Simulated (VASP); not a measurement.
# MgI2 (P-3m1) in VASP: notebook, part 2 of 2

VASP 6.6.1. The steps go on from the part before.

### 3 Single point, LDA

Contents of INCAR:

```
SYSTEM = MgI2
PREC = Accurate
ENCUT = 520
EDIFF = 1E-6
ISMEAR = 0
SIGMA = 0.05
LREAL = .FALSE.
LASPH = .TRUE.
NELM = 80
ALGO = Normal
ISIF = 2
LWAVE = .FALSE.
LCHARG = .TRUE.
GGA = CA
LELF = .TRUE.
LVHAR = .TRUE.
NBANDS = 15
```

Contents of KPOINTS:

```
regular mesh
0
G
  6 6 4
  0 0 0
```

Contents of POSCAR:

```
MgI2
1.0
    4.0036596225      0.0000000000      0.0000000000
   -2.0018298112      3.4672709412      0.0000000000
    0.0000000000      0.0000000000      6.5674753639
Mg I
1 2
Direct
    0.0000000000      0.0000000000      0.0000000000
    0.3333333333      0.6666666667      0.7299223370
    0.6666666667      0.3333333333      0.2700776630
```

Potentials or basis: VASP PAW LDA potentials, release 64 (Mg, I).

Command:

```console
cat potpaw_LDA.64/Mg/POTCAR potpaw_LDA.64/I/POTCAR > POTCAR
mpirun -np 1 vasp_std > vasp.out
```

OUTCAR:

```text
SYSTEM = MgI2
   PREC = Accurate
   ENCUT = 520
   EDIFF = 1E-6
   ISMEAR = 0
   LREAL = .FALSE.
   LASPH = .TRUE.
   NELM = 80
   ISIF = 2
   GGA = CA

 ion  position               nearest neighbor table
   1  0.000  0.000  0.000-   2 2.91   3 2.91   2 2.91   3 2.91   3 2.91   2 2.91
   2  0.333  0.667  0.730-   1 2.91   1 2.91   1 2.91
   3  0.667  0.333  0.270-   1 2.91   1 2.91   1 2.91

  LATTYP: Found a hexagonal cell.
 ALAT       =     4.0036596225
 C/A-ratio  =     1.6403680590

  Lattice vectors:

 A1 = (   4.0036596225,   0.0000000000,   0.0000000000)
 A2 = (  -2.0018298112,   3.4672709412,   0.0000000000)
 A3 = (   0.0000000000,   0.0000000000,   6.5674753639)

Analysis of symmetry for initial positions (statically):
=====================================================================
 Subroutine PRICEL returns:
 Original cell was already a primitive cell.

 Routine SETGRP: Setting up the symmetry group for a
 hexagonal supercell.

 Subroutine GETGRP returns: Found 12 space group operations
 (whereof 12 operations were pure point group operations)
 out of a pool of 24 trial point group operations.

The static configuration has the point symmetry D_3d.

Analysis of symmetry for dynamics (positions and initial velocities):
=====================================================================
 Subroutine PRICEL returns:
 Original cell was already a primitive cell.

 Routine SETGRP: Setting up the symmetry group for a
 hexagonal supercell.

 Subroutine GETGRP returns: Found 12 space group operations
 (whereof 12 operations were pure point group operations)
 out of a pool of 24 trial point group operations.

The dynamic configuration has the point symmetry D_3d.

 Subroutine INISYM returns: Found 12 space group operations
 (whereof 12 operations are pure point group operations),
 and found     1 'primitive' translations

----------------------------------------------------------------------------------------

                                     Primitive cell

[... 122 lines left out ...]
 non-spin polarized calculation
 Gauss-broadening in eV      SIGMA  =   0.05
  energy-cutoff  :      520.00
  volume of cell :       91.17
 maximum number of plane-waves:      2491
 NGX is ok and might be reduce to    30
   NGX = 15   NGY = 15   NGZ = 25

 number of electron      15.9999999 magnetization

 Free energy of the ion-electron system (eV)
  ---------------------------------------------------
  ext. energy  EPLUGINS =         0.00000000
  ---------------------------------------------------
  free energy    TOTEN  =        -9.00731259 eV

  energy without entropy =       -9.00731259  energy(sigma->0) =       -9.00731259

 E-fermi :   3.7920     XC(G=0):  -9.1071

 val. band max:        3.5083496668   @ k =   0.0000   0.0000   0.0000
 cond. band min:       6.5340362413   @ k =   0.3333   0.3333   0.0000
 fundamental gap:      3.0256865745
 Fermi energy:         3.7919907192

 k-point     1 :       0.0000    0.0000    0.0000
  band No.  band energies     occupation
      1      -9.1541      2.00000
      2      -8.2274      2.00000
      3      -0.9443      2.00000
      4       3.0122      2.00000
      5       3.0122      2.00000
      6       3.4380      2.00000
      7       3.5083      2.00000
      8       3.5083      2.00000
      9       6.9428      0.00000
     10       8.2049      0.00000
     11      10.3357      0.00000
     12      10.3357      0.00000
     13      10.5211      0.00000
     14      11.7381      0.00000
[... 401 lines left out ...]
      2      -7.9983      2.00000
      3       0.1311      2.00000
      4       0.1311      2.00000
      5       0.1533      2.00000
      6       0.5649      2.00000
      7       2.8124      2.00000
      8       2.8124      2.00000
      9       8.0409      0.00000
     10       8.4212      0.00000
     11       8.4212      0.00000
     12       9.9847      0.00000
     13      11.8643      0.00000
     14      12.5332      0.00000
     15      12.5825      0.00000

------------------------ aborting loop because EDIFF is reached ----------------------------------------

  FORCE on cell =-STRESS in cart. coord.  units (eV):
  Direction    XX          YY          ZZ          XY          YZ          ZX
  --------------------------------------------------------------------------------------
  -------------------------------------------------------------------------------------
  Total        0.2149255      0.2149255     -0.8738831      0.0000000      0.0000000      0.0000000
  in kB        3.7770713      3.7770713    -15.3574999      0.0000000      0.0000000      0.0000000
  external PRESSURE =      -2.6011191 kB  Pullay stress =       0.0000000 kB

 VOLUME and BASIS-vectors are now :
 -----------------------------------------------------------------------------
  energy-cutoff  :      520.00
  volume of cell :       91.17
      direct lattice vectors                 reciprocal lattice vectors
     4.003659622  0.000000000  0.000000000     0.249771483  0.144205633  0.000000000
    -2.001829811  3.467270941  0.000000000     0.000000000  0.288411266  0.000000000
     0.000000000  0.000000000  6.567475364     0.000000000  0.000000000  0.152265512

 POSITION                                       TOTAL-FORCE (eV/Angst)
 -----------------------------------------------------------------------------------
      0.00000      0.00000      0.00000        -0.000000      0.000000      0.000000
     -0.00000      2.31151      4.79375         0.000000     -0.000000      0.659590
      2.00183      1.15576      1.77373         0.000000      0.000000     -0.659590
 -----------------------------------------------------------------------------------
    total drift:                                0.000000     -0.000000     -0.000000

  FREE ENERGIE OF THE ION-ELECTRON SYSTEM (eV)
  ---------------------------------------------------
  free  energy   TOTEN  =        -9.0073125871 eV

  energy  without entropy=       -9.0073125871  energy(sigma->0) =       -9.00731259
```

stdout:

```text
POSCAR found type information on POSCAR MgI
 POSCAR found :  2 types and       3 ions
 scaLAPACK will be used
 LDA part: xc-table for (Slater(with rela. corr.)+CA(PZ))
 , standard interpolation
 POSCAR, INCAR and KPOINTS ok, starting setup
 FFT: planning ... GRIDC
 FFT: planning ... GRID_SOFT
 FFT: planning ... GRID
 WAVECAR not read
 entering main loop
```

Run time: 45 s. Hardware: 1 thread of Intel Xeon Platinum 8259CL at 2.50GHz (Skylake/Cascade Lake), shared host; peak memory 0.18 GiB.

Results:

```yaml
Free_energy: -9.0073 eV
Pressure: -0.3 GPa
Largest_force: 0.660 eV/Å
Band_gap_on_the_k_mesh: 3.03 eV, indirect (least direct gap 3.43 eV)
```

Forces in eV/Å, atoms in the order of the input:
```
Mg   0.000  0.000  0.000
I    0.000  0.000  0.660
I    0.000  0.000 -0.660
```

Levels at points of the mesh, in eV from the valence-band top:
```
           k point  band 4  band 5  band 6  band 7  band 8  band 9  band 10  band 11  band 12  band 13
(0.00, 0.00, 0.00)   -0.50   -0.50   -0.07    0.00    0.00    3.43     4.70     6.83     6.83     7.01
(0.50, 0.00, 0.00)   -3.18   -2.63   -1.58   -1.48   -0.49    3.51     4.66     4.93     6.42     7.52
(0.00, 0.00, 0.50)   -2.46   -0.28   -0.28   -0.22   -0.22    4.83     4.88     6.50     6.50     6.82
(0.50, 0.00, 0.50)   -3.95   -1.31   -1.22   -1.12   -1.09    3.15     4.42     5.23     5.45     7.61
```

Caveat: spin-orbit coupling is left out, which moves the levels of the heavy elements. A k mesh can miss the band edges.

### 4 Single point, LDA

INCAR, as its differences from that of step 3:

```diff
@@ -8,3 +8,3 @@
 LASPH = .TRUE.
-NELM = 80
+NELM = 60
 ALGO = Normal
@@ -13,3 +13,2 @@
 LCHARG = .TRUE.
-GGA = CA
 LELF = .TRUE.
```

KPOINTS is that of step 3.

Contents of POSCAR:

```
MgI2
1.0
    4.0036596225      0.0000000000      0.0000000000
   -2.0018298112      3.4672709412      0.0000000000
    0.0000000000      0.0000000000      6.5674753639
Mg I
1 2
Direct
    0.0000000000      0.0000000000      0.0000000000
    0.3333333333      0.6666666667      0.7448732377
    0.6666666667      0.3333333333      0.2551267623
```

Command:

```console
cat potpaw_LDA.64/Mg/POTCAR potpaw_LDA.64/I/POTCAR > POTCAR
mpirun -np 1 vasp_std > vasp.out
```

Run time: 38 s. Hardware: 1 thread of Intel Xeon Platinum 8259CL at 2.50GHz (Skylake/Cascade Lake), shared host; peak memory 0.18 GiB.

It converged, with:

| Quantity | Value |
| --- | --- |
| Free energy | -9.0770 eV |
| Pressure | 1.2 GPa |
| Largest force | 0.044 eV/Å |
| Band gap on the k mesh | 3.31 eV, indirect (least direct gap 3.75 eV) |

Forces in eV/Å, atoms in the order of the input:
```
Mg   0.000  0.000  0.000
I    0.000  0.000  0.044
I    0.000  0.000 -0.044
```

Stress tensor (GPa, compression positive):
```
1.38 0.00 0.00
0.00 1.38 0.00
0.00 0.00 0.72
```

Levels at points of the mesh, in eV from the valence-band top:
```tsv
k point	band 5	band 6	band 7	band 8	band 9	band 10	band 11	band 12
(0.00, 0.00, 0.00)	-0.53	-0.05	-0.05	0.00	3.75	4.64	6.75	6.75
(0.50, 0.00, 0.00)	-2.47	-1.63	-1.32	-0.54	3.50	4.98	5.09	6.69
(0.00, 0.00, 0.50)	-0.34	-0.34	-0.24	-0.24	4.81	4.90	6.48	6.48
(0.50, 0.00, 0.50)	-1.33	-1.31	-1.11	-0.97	3.37	4.74	5.27	5.63
```

Caveat: spin-orbit coupling is left out, which moves the levels of the heavy elements. A k mesh can miss the band edges.

### 5 Single point, LDA

Contents of INCAR:

```
SYSTEM = MgI2
  PREC = Accurate
  ENCUT = 520
  EDIFF = 1E-6
  ISMEAR = 0
  SIGMA = 0.05
  LREAL = .FALSE.
  LASPH = .TRUE.
  NELM = 100
  ALGO = Normal
  ISIF = 2
  LWAVE = .FALSE.
  LCHARG = .TRUE.
  GGA = CA
  LELF = .TRUE.
  LVHAR = .TRUE.
  NBANDS = 15
```

KPOINTS is that of step 4.

Contents of POSCAR:

```
MgI2
1.0
    4.0036596225      0.0000000000      0.0000000000
   -2.0018298112      3.4672709412      0.0000000000
    0.0000000000      0.0000000000      6.5674753639
Mg I
1 2
Direct
    0.0000000000      0.0000000000      0.0000000000
    0.3333333333      0.6666666667      0.7672995888
    0.6666666667      0.3333333333      0.2327004112
```

Command:

```console
cat potpaw_LDA.64/Mg/POTCAR potpaw_LDA.64/I/POTCAR > POTCAR
mpirun -np 1 vasp_std > vasp.out
```

It took 33 s on 1 thread of Intel Xeon Platinum 8259CL at 2.50GHz (Skylake/Cascade Lake), shared host; peak memory 0.18 GiB.

Results (log left out):

- Free energy: -8.9431 eV
- Pressure: 4.2 GPa
- Largest force: 0.980 eV/Å
- Band gap on the k mesh: 3.31 eV, indirect (least direct gap 3.98 eV)

Forces on the atoms (eV/Å):
```
Mg   0.000  0.000  0.000
I    0.000  0.000 -0.980
I    0.000  0.000  0.980
```

Stress tensor (GPa, compression positive):
```
3.88 0.00 0.00
0.00 3.88 0.00
0.00 0.00 4.99
```

Levels at points of the mesh, in eV from the valence-band top:
```csv
k point,band 6,band 7,band 8,band 9,band 10,band 11
"(0.00, 0.00, 0.00)",-0.26,-0.26,0.00,3.98,4.43,6.46
"(0.50, 0.00, 0.00)",-1.95,-1.20,-0.70,3.31,5.17,5.33
"(0.00, 0.00, 0.50)",-0.72,-0.36,-0.36,4.61,4.80,6.25
"(0.50, 0.00, 0.50)",-1.43,-1.06,-0.97,3.44,5.00,5.30
```

Caveat: spin-orbit coupling is left out, which moves the levels of the heavy elements. A hybrid or GW would open this gap; LDA tends to underestimate it.
